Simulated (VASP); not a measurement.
# Mg (P6_3/mmc) in VASP: notebook

Mg is run at these levels: PBEsol; tasks: single point, relaxation of cell and atoms.

Everything below comes from runs of VASP 6.6.1. Logs are shortened: lines on timing, memory, paths and dates and some standing lists are left out, and cuts for length are marked.

### 1 The cell of the first run

The structure is hexagonal, space group P6_3/mmc (No. 194). Conventional cell: a = 3.193 Å, b = 3.193 Å, c = 5.096 Å, α = 90.00°, β = 90.00°, γ = 120.00°. Within 4.1 Å of Mg (site symmetry -6m2) lie 12 Mg at 3.14 to 3.19 Å.

### 2 Single point, PBEsol

The input, INCAR:

```
SYSTEM = Mg
PREC = Accurate
ENCUT = 520
EDIFF = 1E-7
ISMEAR = 0
SIGMA = 0.05
LREAL = .False.
LASPH = .True.
NELM = 80
ALGO = Fast
ISIF = 2
LWAVE = .False.
LCHARG = .False.
GGA = PS
NBANDS = 9
```

The input, KPOINTS:

```
regular mesh
0
Gamma
  12 12 8
  0 0 0
```

The input, POSCAR:

```
Mg
1.0
    3.1928231455      0.0000000000      0.0000000000
   -1.5964115727      2.7650659538      0.0000000000
    0.0000000000      0.0000000000      5.0956408444
Mg
2
Direct
    0.3333333333      0.6666666667      0.7500000000
    0.6666666667      0.3333333333      0.2500000000
```

Potentials or basis: VASP PAW PBE potentials, release 64 (Mg).

Run with:

```sh
> cat potpaw_PBE.64/Mg/POTCAR > POTCAR
> mpirun -np 1 vasp_std > vasp.out
```

OUTCAR:

```text
SYSTEM = Mg
   PREC = Accurate
   ENCUT = 520
   EDIFF = 1E-7
   ISMEAR = 0
   LREAL = .False.
   LASPH = .True.
   NELM = 80
   ISIF = 2
   GGA = PS

 ion  position               nearest neighbor table
   1  0.333  0.667  0.750-   2 3.14   2 3.14   2 3.14   2 3.14   2 3.14   2 3.14
   2  0.667  0.333  0.250-   1 3.14   1 3.14   1 3.14   1 3.14   1 3.14   1 3.14

  LATTYP: Found a hexagonal cell.
 ALAT       =     3.1928231455
 C/A-ratio  =     1.5959671464

  Lattice vectors:

 A1 = (   3.1928231455,   0.0000000000,   0.0000000000)
 A2 = (  -1.5964115727,   2.7650659538,   0.0000000000)
 A3 = (   0.0000000000,   0.0000000000,   5.0956408444)

Analysis of symmetry for initial positions (statically):
=====================================================================
 Subroutine PRICEL returns:
 Original cell was already a primitive cell.

 Routine SETGRP: Setting up the symmetry group for a
 hexagonal supercell.

 Subroutine GETGRP returns: Found 24 space group operations
 (whereof 12 operations were pure point group operations)
 out of a pool of 24 trial point group operations.

The static configuration has the point symmetry D_3d.
 The point group associated with its full space group is D_6h.

Analysis of symmetry for dynamics (positions and initial velocities):
=====================================================================
 Subroutine PRICEL returns:
 Original cell was already a primitive cell.

 Routine SETGRP: Setting up the symmetry group for a
 hexagonal supercell.

 Subroutine GETGRP returns: Found 24 space group operations
 (whereof 12 operations were pure point group operations)
 out of a pool of 24 trial point group operations.

The dynamic configuration has the point symmetry D_3d.
 The point group associated with its full space group is D_6h.

 Subroutine INISYM returns: Found 24 space group operations
 (whereof 12 operations are pure point group operations),
 and found     1 'primitive' translations

----------------------------------------------------------------------------------------

                                     Primitive cell

  volume of cell :      44.9862

  direct lattice vectors                    reciprocal lattice vectors
     3.192823145  0.000000000  0.000000000     0.313202440  0.180827513  0.000000000
    -1.596411573  2.765065954  0.000000000     0.000000000  0.361655026  0.000000000
     0.000000000  0.000000000  5.095640844     0.000000000  0.000000000  0.196246170

  length of vectors
     3.192823145  3.192823145  5.095640844     0.361655026  0.361655026  0.196246170

  position of ions in fractional coordinates (direct lattice)
[... 82 lines left out ...]
   NSW    =      0    number of steps for IOM
   IBRION =     -1    ionic relax: 0-MD 1-quasi-New 2-CG
   NFREE  =      0    steps in history (QN), initial steepest desc. (CG)
   ISIF   =      2    stress and relaxation
   ISYM   =      2    0-nonsym 1-usesym 2-fastsym
   POTIM  = 0.5000    time-step for ionic-motion
   TEBEG  =    0.0;   TEEND  =   0.0 temperature during run
   PSTRESS=    0.0 pullay stress
   NELECT =       4.0000    total number of electrons
   NUPDOWN=      -1.0000    fix difference up-down
   EMIN   =  10.00;   EMAX   =-10.00  energy-range for DOS
   EFERMI =   0.00;   METHOD = LEGACY
   ISMEAR =     0;   SIGMA  =   0.05  broadening in eV -4-tet -1-fermi 0-gaus
   EFERMI_NEDOS =   21; number of points for ismear=-14 and -15
   IALGO  =     68    algorithm
   IMIX   =      4    mixing-type and parameters
     AMIX     =   0.40;   BMIX     =  1.00
     AMIX_MAG =   1.60;   BMIX_MAG =  1.00
  volume/ion in A,a.u.               =      22.49       151.79
  Fermi-wavevector in a.u.,A,eV,Ry     =   0.730693  1.380810  7.264323  0.533913
  Thomas-Fermi vector in A             =   1.822726
   LORBIT       =      0    0 simple, 1 ext, 2 COOP (PROOUT), +10 PAW based schemes
   GGA     = PS    functional components
   LHFCALC =     F    Hartree Fock is set to
   AEXX    =    0.0000 exact exchange contribution
   IVDW    =     0    specifies the selected vdW correction
   LEPSILON=     F    determine dielectric tensor
   LRPA    =     F    only Hartree local field effects (RPA)
 non-spin polarized calculation
 RMM-DIIS sequential band-by-band and
 Gauss-broadening in eV      SIGMA  =   0.05
  energy-cutoff  :      520.00
  volume of cell :       44.99
 maximum number of plane-waves:      1236
 NGX is ok and might be reduce to    24
   NGX = 11   NGY = 11   NGZ = 19

 number of electron       4.0000000 magnetization

 Free energy of the ion-electron system (eV)
  ---------------------------------------------------
  ext. energy  EPLUGINS =         0.00000000
  ---------------------------------------------------
  free energy    TOTEN  =        -3.44690166 eV

  energy without entropy =       -3.44595933  energy(sigma->0) =       -3.44643050

 E-fermi :   2.6126     XC(G=0):  -8.5976

 val. band max:        2.5783293176   @ k =   0.3333   0.0833   0.1250
 cond. band min:       2.6206097687   @ k =   0.4167   0.1667   0.5000
 fundamental gap:      0.0422804511
 Fermi energy:         2.6126353923

 k-point     1 :       0.0000    0.0000    0.0000
  band No.  band energies     occupation
      1      -4.3187      2.00000
      2       1.0706      2.00000
      3       1.6229      2.00000
      4      13.5606      0.00000
      5      13.5606      0.00000
      6      13.6784      0.00000
      7      13.6784      0.00000
      8      14.7038      0.00000
      9      16.1398      0.00000
[... 265 lines left out ...]
 k-point    24 :       0.3333    0.0000    0.1250
  band No.  band energies     occupation
      1      -2.0622      2.00000
      2       2.0505      2.00000
      3       4.0435      0.00000
      4       5.1721      0.00000
      5       8.1376      0.00000
      6      10.0353      0.00000
      7      10.2189      0.00000
      8      12.1658      0.00000
      9      13.6539      0.00000

 [... further k-points ...]
[... 5 lines left out ...]
  --------------------------------------------------------------------------------------
  -------------------------------------------------------------------------------------
  Total       -0.0180330     -0.0180330     -0.0089676     -0.0000000     -0.0000000      0.0000000
  in kB       -0.6422414     -0.6422414     -0.3193786     -0.0000000     -0.0000000      0.0000000
  external PRESSURE =      -0.5346205 kB  Pullay stress =       0.0000000 kB

 VOLUME and BASIS-vectors are now :
 -----------------------------------------------------------------------------
  energy-cutoff  :      520.00
  volume of cell :       44.99
      direct lattice vectors                 reciprocal lattice vectors
     3.192823145  0.000000000  0.000000000     0.313202440  0.180827513  0.000000000
    -1.596411573  2.765065954  0.000000000     0.000000000  0.361655026  0.000000000
     0.000000000  0.000000000  5.095640844     0.000000000  0.000000000  0.196246170

 POSITION                                       TOTAL-FORCE (eV/Angst)
 -----------------------------------------------------------------------------------
     -0.00000      1.84338      3.82173        -0.000000     -0.000000      0.000000
      1.59641      0.92169      1.27391         0.000000      0.000000      0.000000
 -----------------------------------------------------------------------------------
    total drift:                                0.000000     -0.000000      0.000000

  FREE ENERGIE OF THE ION-ELECTRON SYSTEM (eV)
  ---------------------------------------------------
  free  energy   TOTEN  =        -3.4469016594 eV

  energy  without entropy=       -3.4459593338  energy(sigma->0) =       -3.44643050
```

OSZICAR:

```text
N       E                     dE             d eps       ncg     rms          rms(c)
DAV:   1    -0.970227662665E+00   -0.97023E+00   -0.13046E+03  1710   0.315E+02
DAV:   2    -0.343162985273E+01   -0.24614E+01   -0.23843E+01  2356   0.267E+01
DAV:   3    -0.346692052851E+01   -0.35291E-01   -0.35121E-01  2281   0.257E+00
DAV:   4    -0.346701407772E+01   -0.93549E-04   -0.93545E-04  2146   0.134E-01
DAV:   5    -0.346701457929E+01   -0.50158E-06   -0.50155E-06  2200   0.910E-03    0.969E-01
RMM:   6    -0.345646829192E+01    0.10546E-01   -0.45646E-04  1740   0.152E-01    0.617E-01
RMM:   7    -0.344688894071E+01    0.95794E-02   -0.20597E-03  1774   0.303E-01    0.310E-02
RMM:   8    -0.344690154068E+01   -0.12600E-04   -0.84746E-05  1882   0.685E-02    0.661E-03
RMM:   9    -0.344690163915E+01   -0.98471E-07   -0.55249E-06  1960   0.157E-02    0.639E-04
RMM:  10    -0.344690165936E+01   -0.20204E-07   -0.74737E-07  1982   0.510E-03
   1 F= -.34469017E+01 E0= -.34464305E+01  d E =-.942326E-03
```

Wall time 21 s (1 thread of AMD EPYC 7R13 (Zen 3), shared host); peak memory 0.15 GiB.

Results:

- Free energy: -3.4469 eV
- Pressure: -0.1 GPa
- Band gap on the k mesh: zero (bands 2 and 3 overlap by 2.04 eV)

Caveat: the PAW data sets were made with another functional, which shifts forces and pressure a little.

### 3 Relaxation of cell and atoms, PBEsol

This run uses another cell than the first one, of 23.26 Å³/atom.

The input, INCAR:

```
  PREC = Accurate
  ENCUT = 600
  EDIFF = 1E-6
  ISMEAR = 0
  SIGMA = 0.05
  LREAL = False
  LASPH = True
  NELM = 80
  ALGO = Fast
  ISIF = 3
  LWAVE = False
  LCHARG = False
  GGA = PS
  IBRION = 2
  NSW = 80
  EDIFFG = -0.01
```

The input, KPOINTS:

```
Automatic mesh
0
Gamma
  12 12 8
```

The input, POSCAR:

```
Mg
1.0
    3.2100000000      0.0000000000      0.0000000000
   -1.6050000000      2.7799415461      0.0000000000
    0.0000000000      0.0000000000      5.2130400000
Mg
2
Direct
    0.3333333333      0.6666666667      0.7500000000
    0.6666666667      0.3333333333      0.2500000000
```

Potentials or basis: VASP PAW PBE potentials, release 64 (Mg).

Run with:

```sh
> cat potpaw_PBE.64/Mg/POTCAR > POTCAR
> mpirun -np 1 vasp_std > vasp.out
```

OUTCAR:

```text
PREC = Accurate
   ENCUT = 600
   EDIFF = 1E-6
   ISMEAR = 0
   LREAL = False
   LASPH = True
   NELM = 80
   ISIF = 3
   GGA = PS
   IBRION = 2
   NSW = 80
   EDIFFG = -0.01

 ion  position               nearest neighbor table
   1  0.333  0.667  0.750-   2 3.20   2 3.20   2 3.20   2 3.20   2 3.20   2 3.20
   2  0.667  0.333  0.250-   1 3.20   1 3.20   1 3.20   1 3.20   1 3.20   1 3.20

  LATTYP: Found a hexagonal cell.
 ALAT       =     3.2100000000
 C/A-ratio  =     1.6240000000

  Lattice vectors:

 A1 = (   3.2100000000,   0.0000000000,   0.0000000000)
 A2 = (  -1.6050000000,   2.7799415461,   0.0000000000)
 A3 = (   0.0000000000,   0.0000000000,   5.2130400000)

Analysis of symmetry for initial positions (statically):
[... 405 lines left out ...]

 val. band max:        2.5846040960   @ k =   0.3333   0.0833   0.1250
 cond. band min:       2.6301278048   @ k =   0.4167   0.1667   0.5000
 fundamental gap:      0.0455237088
 Fermi energy:         2.6203289525

 k-point     1 :       0.0000    0.0000    0.0000
  band No.  band energies     occupation
      1      -4.3174      2.00000
      2       1.0735      2.00000
      3       1.6264      2.00000
      4      13.5826      0.00000
      5      13.5826      0.00000
      6      13.7048      0.00000
[... 199 lines left out ...]
 k-point    24 :       0.3333   -0.0000    0.1250
  band No.  band energies     occupation
      1      -2.0580      2.00000
      2       2.0558      2.00000
      3       4.0532      0.00000
      4       5.1813      0.00000
      5       8.1503      0.00000
      6      10.0566      0.00000

 [... further k-points ...]

------------------------ aborting loop because EDIFF is reached ----------------------------------------

  FORCE on cell =-STRESS in cart. coord.  units (eV):
  Direction    XX          YY          ZZ          XY          YZ          ZX
  --------------------------------------------------------------------------------------
  -------------------------------------------------------------------------------------
  Total        0.0015784      0.0015784      0.0012151      0.0000000      0.0000000      0.0000000
  in kB        0.0563002      0.0563002      0.0433427      0.0000000      0.0000000      0.0000000
  external PRESSURE =       0.0519810 kB  Pullay stress =       0.0000000 kB
[... 17 lines left out ...]
  FREE ENERGIE OF THE ION-ELECTRON SYSTEM (eV)
  ---------------------------------------------------
  free  energy   TOTEN  =        -3.4471284744 eV

  energy  without entropy=       -3.4462092249  energy(sigma->0) =       -3.44666885

 reached required accuracy - stopping structural energy minimisation
```

OSZICAR:

```text
N       E                     dE             d eps       ncg     rms          rms(c)
DAV:   1    -0.207640433123E-01   -0.20764E-01   -0.13983E+03  1140   0.524E+02
DAV:   2    -0.342910288704E+01   -0.34083E+01   -0.32233E+01  1554   0.308E+01
DAV:   3    -0.345870374787E+01   -0.29601E-01   -0.29193E-01  1662   0.357E+00
[... 31 lines left out ...]
RMM:   2    -0.344710877714E+01    0.85138E-06   -0.19814E-06   891   0.114E-02
   6 F= -.34471088E+01 E0= -.34466509E+01  d E =-.396702E-03
       N       E                     dE             d eps       ncg     rms          rms(c)
DAV:   1    -0.344712891849E+01   -0.19290E-04   -0.11969E-04  1488   0.718E-02    0.348E-03
RMM:   2    -0.344712847443E+01    0.44406E-06   -0.36100E-07   631   0.523E-03
   7 F= -.34471285E+01 E0= -.34466688E+01  d E =-.196973E-04
```

CONTCAR:

```text
Mg
   1.00000000000000
     3.1906528899694191    0.0000000000000000    0.0000000000000000
    -1.5953264449847095    2.7631864573245823    0.0000000000000000
     0.0000000000000000   -0.0000000000000000    5.0947093104381480
  Mg
     2
Direct
     0.3333333332999970    0.6666666667000030    0.7500000000000000
     0.6666666667000030    0.3333333332999970    0.2500000000000000

  0.00000000E+00  0.00000000E+00  0.00000000E+00
  0.00000000E+00  0.00000000E+00  0.00000000E+00
```

It took 54 s on 1 thread of AMD EPYC 7R13 (Zen 3), shared host; peak memory 0.18 GiB.

Results:

```
Free energy                           : -3.4471 eV
Relaxed volume                        : 22.46 Å³/atom
Relaxed cell                          : a = 3.191 Å, b = 3.191 Å, c = 5.095 Å, α = 90.00°, β = 90.00°, γ = 120.00°
Space group after relaxing (to 0.1 Å) : P6_3/mmc (No. 194)
Energy gained by relaxing             : 4.3 meV/atom
Ionic steps                           : 7
Pressure after relaxing               : 0.0 GPa
Band gap on the k mesh                : zero (bands 2 and 3 overlap by 2.04 eV)
```

The path:
```csv
step,energy change (eV),largest force (eV/Å),pressure (GPa),volume (Å³)
1,0.0000,0.0000,-1.25,46.52
2,-0.0074,0.0000,-0.34,45.31
3,-0.0082,0.0000,0.08,44.80
4,-0.0082,0.0000,0.11,44.77
5,-0.0085,0.0000,0.09,44.81
6,-0.0086,0.0000,0.08,44.83
7,-0.0086,0.0000,0.01,44.92
```

Final structure:
```
Mg
1.0
     3.19065    0.00000    0.00000
    -1.59533    2.76319    0.00000
     0.00000    0.00000    5.09471
Mg
2
Direct
  0.33333 0.66667 0.75000
  0.66667 0.33333 0.25000
```

Levels at points of the mesh, in eV from the Fermi level:
```tsv
k point	band 1	band 2	band 3	band 4	band 5	band 6
(0.00, 0.00, 0.00)	-6.94	-1.55	-0.99	10.96	10.96	11.08
(0.50, 0.00, 0.00)	-2.14	-2.12	2.80	3.15	3.54	3.91
(0.00, 0.00, 0.50)	-5.50	-5.50	5.44	5.44	11.73	11.73
(0.50, 0.00, 0.50)	-1.06	-1.06	-0.38	-0.38	8.11	8.11
```

Caveat: the PAW data sets were made with another functional, which shifts forces and pressure a little.
